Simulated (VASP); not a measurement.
HSe:

```
Se H
1.0
     4.06624    0.00000    0.00000
    -2.03312    3.52147    0.00000
     0.00000    0.00000    5.12748
Se H
3 3
Direct
  0.24757 0.00000 0.33333
  0.00000 0.24757 0.66667
  0.75243 0.75243 0.00000
  0.00000 0.38889 0.16667
  0.61111 0.61111 0.50000
  0.38889 0.00000 0.83333
```

| Quantity | Value |
| --- | --- |
| Program | VASP 6.6.1 |
| Task | relaxation of cell and atoms |
| Functional | PBE |
| Dispersion | D3(BJ) |
| Potentials or basis | VASP PAW PBE potentials, release 64 (Se, H) |
| Cutoff | 600 eV |
| k mesh | 6 × 6 × 4 |
| Occupations | gaussian, width 0.1 eV |
| Spin | no spin polarisation |

At the start: pressure -0.1 GPa; volume 12.24 Å³/atom.

Problem. Where does the relaxation end?

Solution. Over 30 steps the energy falls by 189.8 meV/atom and the volume is 14.13 Å³/atom (+15.4 %); space group P3_121 (No. 152, to 0.1 Å) before and after.

The path:
```csv
step,energy change (eV),largest force (eV/Å),pressure (GPa),volume (Å³)
1,0.0000,0.5675,-0.08,73.42
2,-0.0648,0.3684,-1.21,73.35
3,-0.1189,0.3869,-2.72,73.22
4,-0.1703,0.3899,-0.53,71.14
5,-0.1908,0.3598,2.69,68.74
6,-0.2249,0.3833,3.46,68.42
7,-0.3146,0.3510,6.61,67.46
8,-0.4528,0.2677,11.26,65.58
9,-0.4717,0.2307,11.24,65.71
10,-0.5180,0.1044,11.26,66.10
11,-0.5617,0.1976,11.66,66.89
12,-0.6140,0.1590,10.41,67.65
13,-0.7402,0.1251,7.01,69.94
14,-0.8708,0.2384,1.58,74.67
15,-0.8841,0.2716,-0.16,76.66
16,-0.8844,0.2765,-0.44,77.00
17,-0.8972,0.2853,-0.41,77.14
18,-0.9343,0.3089,-0.29,77.57
19,-0.9999,0.3340,0.08,78.41
20,-1.0732,0.2491,1.07,79.94
21,-1.0769,0.2614,1.49,80.42
22,-1.1031,0.2214,-0.10,83.04
23,-1.1070,0.2387,-0.89,84.53
24,-1.1270,0.1436,-0.44,84.50
25,-1.1360,0.0869,0.14,84.46
26,-1.1363,0.0853,0.26,84.45
27,-1.1363,0.0847,0.30,84.45
28,-1.1379,0.0071,-0.25,85.07
29,-1.1379,0.0160,-0.18,85.00
30,-1.1385,0.0195,-0.05,84.75
```

Final structure:
```yaml
crystal:
  lattice:
    - [4.10956, 0.00000, 0.00000]
    - [-2.05478, 3.55898, 0.00000]
    - [0.00000, 0.00000, 5.79484]
  atoms:
    - { symbol: Se, position: [0.25434, 0.00000, 0.33333] }
    - { symbol: Se, position: [0.00000, 0.25434, 0.66667] }
    - { symbol: Se, position: [0.74566, 0.74566, 0.00000] }
    - { symbol: H, position: [0.00000, 0.56307, 0.16667] }
    - { symbol: H, position: [0.43693, 0.43693, 0.50000] }
    - { symbol: H, position: [0.56307, 0.00000, 0.83333] }
```

Caveat: the volume moved by over 15 % at a fixed basis, so the end points are rough.
